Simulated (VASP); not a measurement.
## Li2S: single point with revPBE+D3(BJ)

Crystal: Li2S.

```
Li S
1.0
     0.00000    2.74991    2.74991
     2.74991    0.00000    2.74991
     2.74991    2.74991    0.00000
Li S
2 1
Direct
  0.25000 0.25000 0.25000
  0.75000 0.75000 0.75000
  0.00000 0.00000 0.00000
```

```json
{
  "Program": "VASP 6.6.1",
  "Task": "single point",
  "Functional": "revPBE",
  "Dispersion": "D3(BJ)",
  "Potentials or basis": "VASP PAW PBE potentials, release 64 (Li_sv, S)",
  "Cutoff": "750 eV",
  "k mesh": "6 × 6 × 6",
  "Occupations": "gaussian, width 0.01 eV",
  "Spin": "no spin polarisation"
}
```

The pressure is -0.2 GPa and the band gap on the k mesh is 3.41 eV, indirect (least direct gap 4.96 eV). The dispersion energy per atom is -0.575 eV.

Levels at points of the mesh, in eV from the valence-band top:
| k point | band 3 | band 4 | band 5 | band 6 | band 7 | band 8 | band 9 | band 10 |
| --- | --- | --- | --- | --- | --- | --- | --- | --- |
| (0.00, 0.00, 0.00) | -11.32 | 0.00 | 0.00 | 0.00 | 4.96 | 6.37 | 6.37 | 6.37 |
| (0.50, 0.00, 0.00) | -10.80 | -3.21 | -0.58 | -0.58 | 6.71 | 6.71 | 6.72 | 9.07 |
| (0.50, 0.50, 0.00) | -10.65 | -2.38 | -1.62 | -1.62 | 3.41 | 7.43 | 12.04 | 12.04 |

Run time: 16 s on 1 thread of Intel Xeon 8259CL (shared host), peak memory 0.21 GiB.

Caveat: the PAW data sets were made with another functional, which shifts forces and pressure a little. A k mesh can miss the band edges.
